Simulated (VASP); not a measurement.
# ZnSe (Pm-3m) in VASP: a series of runs

ZnSe is run at these levels: PBE; tasks: relaxation of cell and atoms.

Everything below comes from runs of VASP 6.6.1. Logs are shortened: lines on timing, memory, paths and dates and some standing lists are left out, and cuts for length are marked.

## (1) The cell of the first run

Symmetry: Pm-3m, No. 221, cubic system. The conventional cell has a = 3.582 Å, b = 3.582 Å, c = 3.582 Å, α = 90.00°, β = 90.00°, γ = 90.00°. Zn (site symmetry m-3m) has 8 Se at 3.10 Å and 6 Zn at 3.58 Å within 4.1 Å. Se (site symmetry m-3m) has 8 Zn at 3.10 Å and 6 Se at 3.58 Å within 4.1 Å.

## (2) Relaxation of cell and atoms, PBE

The input, INCAR:

```
SYSTEM = ZnSe
PREC = Accurate
ENCUT = 500
EDIFF = 1E-7
ISMEAR = -1
SIGMA = 0.1
LREAL = .False.
LASPH = .True.
NELM = 120
ALGO = Normal
ISIF = 3
LWAVE = .False.
LCHARG = .False.
GGA = PE
IBRION = 2
NSW = 60
EDIFFG = -0.01
GGA_COMPAT = .False.
NELMIN = 4
```

The input, KPOINTS:

```
regular mesh
0
Gamma
  5 5 5
  0 0 0
```

The input, POSCAR:

```
ZnSe
1.0
    3.5817050000      0.0000000000      0.0000000000
    0.0000000000      3.5817050000      0.0000000000
    0.0000000000      0.0000000000      3.5817050000
Zn Se
1 1
Direct
    0.5000000000      0.5000000000      0.5000000000
    0.0000000000      0.0000000000      0.0000000000
```

Potentials or basis: VASP PAW PBE potentials, release 64 (Zn, Se).

On the command line:

```bash
$ cat potpaw_PBE.64/Zn/POTCAR potpaw_PBE.64/Se/POTCAR > POTCAR
$ mpirun -np 1 vasp_std > vasp.out
```

OUTCAR:

```text
SYSTEM = ZnSe
   PREC = Accurate
   ENCUT = 500
   EDIFF = 1E-7
   ISMEAR = -1
   LREAL = .False.
   LASPH = .True.
   NELM = 120
   ISIF = 3
   GGA = PE
   IBRION = 2
   NSW = 60
   EDIFFG = -0.01
   NELMIN = 4

 ion  position               nearest neighbor table
   1  0.500  0.500  0.500-
   2  0.000  0.000  0.000-

  LATTYP: Found a simple cubic cell.
 ALAT       =     3.5817050000

  Lattice vectors:

 A1 = (   3.5817050000,   0.0000000000,   0.0000000000)
 A2 = (   0.0000000000,   3.5817050000,   0.0000000000)
 A3 = (   0.0000000000,   0.0000000000,   3.5817050000)

Analysis of symmetry for initial positions (statically):
=====================================================================
 Subroutine PRICEL returns:
 Original cell was already a primitive cell.

 Routine SETGRP: Setting up the symmetry group for a
 simple cubic supercell.

 Subroutine GETGRP returns: Found 48 space group operations
 (whereof 48 operations were pure point group operations)
 out of a pool of 48 trial point group operations.

The static configuration has the point symmetry O_h .

Analysis of symmetry for dynamics (positions and initial velocities):
=====================================================================
 Subroutine PRICEL returns:
 Original cell was already a primitive cell.

 Routine SETGRP: Setting up the symmetry group for a
 simple cubic supercell.

 Subroutine GETGRP returns: Found 48 space group operations
 (whereof 48 operations were pure point group operations)
 out of a pool of 48 trial point group operations.

The dynamic configuration has the point symmetry O_h .

 Subroutine INISYM returns: Found 48 space group operations
 (whereof 48 operations are pure point group operations),
 and found     1 'primitive' translations

----------------------------------------------------------------------------------------

                                     Primitive cell

  volume of cell :      45.9483

  direct lattice vectors                    reciprocal lattice vectors
     3.581705000  0.000000000  0.000000000     0.279196640  0.000000000  0.000000000
     0.000000000  3.581705000  0.000000000     0.000000000  0.279196640  0.000000000
     0.000000000  0.000000000  3.581705000     0.000000000  0.000000000  0.279196640

  length of vectors
     3.581705000  3.581705000  3.581705000     0.279196640  0.279196640  0.279196640

  position of ions in fractional coordinates (direct lattice)
     0.500000000  0.500000000  0.500000000
     0.000000000  0.000000000  0.000000000

  ion indices of the primitive-cell ions
   primitive index   ion index
                 1           1
                 2           2

----------------------------------------------------------------------------------------

 KPOINTS: regular mesh

Automatic generation of k-mesh.
 Grid dimensions read from file:
 generate k-points for:    5    5    5

 Generating k-lattice:

  Cartesian coordinates                     Fractional coordinates (reciprocal lattice)
     0.055839328  0.000000000  0.000000000     0.200000000  0.000000000  0.000000000
     0.000000000  0.055839328  0.000000000     0.000000000  0.200000000  0.000000000
     0.000000000  0.000000000  0.055839328     0.000000000  0.000000000  0.200000000

  Length of vectors
     0.055839328  0.055839328  0.055839328

  Shift w.r.t. Gamma in fractional coordinates (k-lattice)
     0.000000000  0.000000000  0.000000000

 Subroutine IBZKPT returns following result:
 ===========================================

 Found     10 irreducible k-points:

 Following reciprocal coordinates:
            Coordinates               Weight
  0.000000  0.000000  0.000000      1.000000
  0.200000  0.000000  0.000000      6.000000
  0.400000  0.000000  0.000000      6.000000
  0.200000  0.200000  0.000000     12.000000
  0.400000  0.200000  0.000000     24.000000
  0.400000  0.400000  0.000000     12.000000
  0.200000  0.200000  0.200000      8.000000
  0.400000  0.200000  0.200000     24.000000
  0.400000  0.400000  0.200000     24.000000
  0.400000  0.400000  0.400000      8.000000
   k-points           NKPTS =     10   k-points in BZ     NKDIM =     10   number of bands    NBANDS=     13
   number of dos      NEDOS =    301   number of ions     NIONS =      2
   total plane-waves  NPLWV =  21952
   dimension x,y,z NGX =    28 NGY =   28 NGZ =   28
   dimension x,y,z NGXF=    56 NGYF=   56 NGZF=   56
   ions per type =               1   1
   NGX,Y,Z   is equivalent  to a cutoff of  13.00, 13.00, 13.00 a.u.
   NGXF,Y,Z  is equivalent  to a cutoff of  25.99, 25.99, 25.99 a.u.
 SYSTEM =  ZnSe
   PREC   = accura    normal or accurate (medium, high low for compatibility)
   ISTART =      0    job   : 0-new  1-cont  2-samecut
   ICHARG =      2    charge: 1-file 2-atom 10-const
   ISPIN  =      1    spin polarized calculation?
   LNONCOLLINEAR =      F non collinear calculations
   LSORBIT =      F    spin-orbit coupling
   LASPH  =      T    aspherical Exc in radial PAW
   ENCUT  =  500.0 eV  36.75 Ry    6.06 a.u.   6.53  6.53  6.53*2*pi/ulx,y,z
   NELM   =    120;   NELMIN=  4; NELMDL= -5     # of ELM steps
   EDIFF  = 0.1E-06   stopping-criterion for ELM
   LREAL  =      F    real-space projection
   EDIFFG = -.1E-01   stopping-criterion for IOM
   NSW    =     60    number of steps for IOM
   IBRION =      2    ionic relax: 0-MD 1-quasi-New 2-CG
   NFREE  =      1    steps in history (QN), initial steepest desc. (CG)
   ISIF   =      3    stress and relaxation
   ISYM   =      2    0-nonsym 1-usesym 2-fastsym
   POTIM  = 0.5000    time-step for ionic-motion
   TEBEG  =    0.0;   TEEND  =   0.0 temperature during run
   PSTRESS=    0.0 pullay stress
   NELECT =      18.0000    total number of electrons
   NUPDOWN=      -1.0000    fix difference up-down
   EMIN   =  10.00;   EMAX   =-10.00  energy-range for DOS
   EFERMI =   0.00;   METHOD = LEGACY
   ISMEAR =    -1;   SIGMA  =   0.10  broadening in eV -4-tet -1-fermi 0-gaus
   EFERMI_NEDOS =   21; number of points for ismear=-14 and -15
   IALGO  =     38    algorithm
   IMIX   =      4    mixing-type and parameters
     AMIX     =   0.40;   BMIX     =  1.00
     AMIX_MAG =   1.60;   BMIX_MAG =  1.00
  volume/ion in A,a.u.               =      22.97       155.04
  Fermi-wavevector in a.u.,A,eV,Ry     =   1.197869  2.263643 19.522853  1.434889
  Thomas-Fermi vector in A             =   2.333772
   LORBIT       =      0    0 simple, 1 ext, 2 COOP (PROOUT), +10 PAW based schemes
   GGA     = PE    functional components
   LHFCALC =     F    Hartree Fock is set to
   AEXX    =    0.0000 exact exchange contribution
   IVDW    =     0    specifies the selected vdW correction
   LEPSILON=     F    determine dielectric tensor
   LRPA    =     F    only Hartree local field effects (RPA)
 conjugate gradient relaxation of ions
 non-spin polarized calculation
  energy-cutoff  :      500.00
  volume of cell :       45.95
 maximum number of plane-waves:      1189
 NGX is ok and might be reduce to    28
   NGX = 13   NGY = 13   NGZ = 13

--------------------------------------- Ionic step        1  -------------------------------------------

 number of electron      17.9999986 magnetization

 Free energy of the ion-electron system (eV)
  ---------------------------------------------------
  ext. energy  EPLUGINS =         0.00000000
  ---------------------------------------------------
  free energy    TOTEN  =        -4.15096977 eV

  energy without entropy =       -4.09230767  energy(sigma->0) =       -4.12163872

 E-fermi :   2.0219     XC(G=0):  -9.7626

 val. band max:        2.0045516158   @ k =   0.4000   0.0000   0.0000
 cond. band min:       2.1333461760   @ k =   0.4000   0.2000   0.0000
 fundamental gap:      0.1287945602
 Fermi energy:         2.0219327332

 k-point     1 :       0.0000    0.0000    0.0000
  band No.  band energies     occupation
      1     -11.1863      2.00000
      2      -4.4690      2.00000
      3      -4.4690      2.00000
      4      -4.2994      2.00000
      5      -4.2994      2.00000
      6      -4.2994      2.00000
      7       0.2849      2.00000
      8       1.1731      1.99959
      9       1.1731      1.99959
     10       1.1731      1.99959
     11       8.1960      0.00000
     12       8.1960      0.00000
     13      11.5804      0.00000

 k-point     2 :       0.2000    0.0000    0.0000
  band No.  band energies     occupation
      1     -10.9646      2.00000
      2      -4.4611      2.00000
      3      -4.4467      2.00000
      4      -4.3340      2.00000
      5      -4.3340      2.00000
      6      -4.2969      2.00000
      7      -1.6043      2.00000
      8       1.4574      1.99296
      9       1.4574      1.99296
     10       2.4692      0.02258
     11       8.5089      0.00000
[... 258 lines left out ...]
 POSITION                                       TOTAL-FORCE (eV/Angst)
 -----------------------------------------------------------------------------------
      1.66864      1.66864      1.66864        -0.000000     -0.000000      0.000000
      0.00000      0.00000      0.00000         0.000000      0.000000     -0.000000
 -----------------------------------------------------------------------------------
    total drift:                                0.000000      0.000000      0.000000

  FREE ENERGIE OF THE ION-ELECTRON SYSTEM (eV)
  ---------------------------------------------------
  free  energy   TOTEN  =        -4.4225130417 eV

  energy  without entropy=       -4.3837932366  energy(sigma->0) =       -4.40315314

--------------------------------------- Ionic step        5  -------------------------------------------

 number of electron      17.9999990 magnetization

 Free energy of the ion-electron system (eV)
  ---------------------------------------------------
  ext. energy  EPLUGINS =         0.00000000
  ---------------------------------------------------
  free energy    TOTEN  =        -4.42253786 eV

  energy without entropy =       -4.38369067  energy(sigma->0) =       -4.40311427

 E-fermi :   3.9643     XC(G=0): -10.7446

 val. band max:        3.9474293219   @ k =   0.4000   0.0000   0.0000
 cond. band min:       4.1171323735   @ k =   0.4000   0.2000   0.0000
 fundamental gap:      0.1697030516
 Fermi energy:         3.9643466897

 k-point     1 :       0.0000    0.0000    0.0000
  band No.  band energies     occupation
      1     -10.6513      2.00000
      2      -2.9781      2.00000
      3      -2.9781      2.00000
      4      -2.6851      2.00000
      5      -2.6851      2.00000
      6      -2.6851      2.00000
      7       2.7205      1.99999
      8       2.7205      1.99999
      9       2.7205      1.99999
     10       2.7324      1.99999
     11       9.7730      0.00000
     12       9.7730      0.00000
     13      15.0876      0.00000

 k-point     2 :       0.2000    0.0000    0.0000
  band No.  band energies     occupation
      1     -10.3157      2.00000
      2      -2.9726      2.00000
      3      -2.9619      2.00000
      4      -2.7512      2.00000
      5      -2.7512      2.00000
      6      -2.6806      2.00000
      7      -0.3204      2.00000
      8       3.1302      1.99952
      9       3.1302      1.99952
     10       4.8090      0.00043
     11      10.1597      0.00000
[... 150 lines left out ...]
 POSITION                                       TOTAL-FORCE (eV/Angst)
 -----------------------------------------------------------------------------------
      1.66983      1.66983      1.66983         0.000000     -0.000000      0.000000
      0.00000     -0.00000      3.33965        -0.000000      0.000000      0.000000
 -----------------------------------------------------------------------------------
    total drift:                                0.000000      0.000000      0.000000

  FREE ENERGIE OF THE ION-ELECTRON SYSTEM (eV)
  ---------------------------------------------------
  free  energy   TOTEN  =        -4.4225378597 eV

  energy  without entropy=       -4.3836906724  energy(sigma->0) =       -4.40311427

 reached required accuracy - stopping structural energy minimisation
```

Run time: 15 s. Hardware: 1 thread of Intel Xeon 6975P-C (Granite Rapids), shared host; peak memory 0.15 GiB.

What came out:

| Item | Value |
| --- | --- |
| Free energy | -4.4225 eV |
| Relaxed volume | 18.62 Å³/atom |
| Relaxed cell | a = 3.340 Å, b = 3.340 Å, c = 3.340 Å, α = 90.00°, β = 90.00°, γ = 90.00° |
| Space group after relaxing (to 0.05 Å) | Pm-3m (No. 221) |
| Energy gained by relaxing | 135.8 meV/atom |
| Ionic steps | 5 |
| Pressure after relaxing | 0.0 GPa |
| Band gap on the k mesh | zero (band 9 reaches 4.12 eV, above the bottom of band 10 at 2.73 eV) |

The path:
| step | energy change (eV) | largest force (eV/Å) | pressure (GPa) | volume (Å³) |
| --- | --- | --- | --- | --- |
| 1 | 0.0000 | 0.0000 | -8.11 | 45.95 |
| 2 | -0.2616 | 0.0000 | -2.18 | 38.64 |
| 3 | -0.2715 | 0.0000 | -0.15 | 37.33 |
| 4 | -0.2715 | 0.0000 | 0.12 | 37.17 |
| 5 | -0.2716 | 0.0000 | -0.01 | 37.25 |

Final structure:
```
Zn Se
1.0
     3.33965    0.00000    0.00000
     0.00000    3.33965    0.00000
     0.00000    0.00000    3.33965
Zn Se
1 1
Direct
  0.50000 0.50000 0.50000
  0.00000 0.00000 0.00000
```

Caveat: the volume moved by over 15 % at a fixed basis, so the end points are rough.

(Continued in part 2 of 2.)
